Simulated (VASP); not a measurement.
A run of VASP 6.6.1 is set up as follows.

INCAR

```
PREC = Accurate
ENCUT = 520
EDIFF = 1E-6
ISMEAR = -1
SIGMA = 0.05
LREAL = False
LASPH = True
NELM = 100
ALGO = Normal
ISIF = 2
LWAVE = False
LCHARG = False
GGA = PE
NBANDS = 15
```

KPOINTS

```
Automatic mesh
0
Gamma
  8 8 4
```

File POSCAR:

```
MgI2
1.0
    4.1944799318      0.0000000000      0.0000000000
   -2.0972399659      3.6325261766      0.0000000000
    0.0000000000      0.0000000000      6.9705366983
I Mg
2 1
Direct
    0.6666666667      0.3333333333      0.7500000000
    0.3333333333      0.6666666667      0.2500000000
    0.0000000000      0.0000000000      0.0000000000
```

Potentials or basis: VASP PAW PBE potentials, release 64 (I, Mg).

Run with:

```console
$ cat potpaw_PBE.64/I/POTCAR potpaw_PBE.64/Mg/POTCAR > POTCAR
$ mpirun -np 1 vasp_std > vasp.out
```

(1) Estimate the largest force.

(2) Predict the band gap on the k mesh.

(3) What does it give for the pressure?

## Answers

(1) 0.411 eV/Å.

(2) 3.42 eV (least direct gap 3.47 eV).

(3) -0.5 GPa.

Caveat: spin-orbit coupling is left out, which moves the levels of the heavy elements; this functional lacks dispersion, which binds the layers, so the pressure and a relaxed spacing across them are unreliable.
